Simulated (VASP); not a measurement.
Crystal: TiCo.

```
CELL_PARAMETERS angstrom
2.98611 0.00000 0.00000
0.00000 2.98611 0.00000
0.00000 0.00000 2.98611
ATOMIC_POSITIONS crystal
Co 0.50000 0.50000 0.50000
Ti 0.00000 0.00000 0.00000
```

* Program: VASP 6.6.1
* Task: relaxation of cell and atoms
* Functional: PBEsol
* Dispersion: D3(BJ)
* Potentials or basis: VASP PAW PBE potentials, release 64 (Co, Ti_sv)
* Cutoff: 600 eV
* k mesh: 9 × 9 × 9
* Occupations: fermi-dirac, width 0.05 eV
* Spin: collinear spin, ferromagnetic start
* Starting moments: [2.0, 1.0] μB

At the start: pressure -14.9 GPa; volume 13.31 Å³/atom.

Problem. Where does the relaxation end?

Solution. Over 4 steps the energy falls by 57.3 meV/atom and the volume is 12.18 Å³/atom (-8.5 %); space group Pm-3m (No. 221, to 0.05 Å); moment 0.52 μB per cell.

The path:
```tsv
step	energy change (eV)	largest force (eV/Å)	pressure (GPa)	volume (Å³)
1	0.0000	0.0000	-14.93	26.63
2	0.0402	0.0000	24.20	22.13
3	-0.1146	0.0000	-0.29	24.40
4	-0.1147	0.0000	0.02	24.36
```

Final structure:
```
CELL_PARAMETERS angstrom
2.89877 0.00000 0.00000
0.00000 2.89877 0.00000
0.00000 0.00000 2.89877
ATOMIC_POSITIONS crystal
Co 0.50000 0.50000 0.50000
Ti 0.00000 0.00000 0.00000
```

Caveat: the PAW data sets were made with another functional, which shifts forces and pressure a little; pairwise dispersion overbinds metals, which lowers pressure and volume.
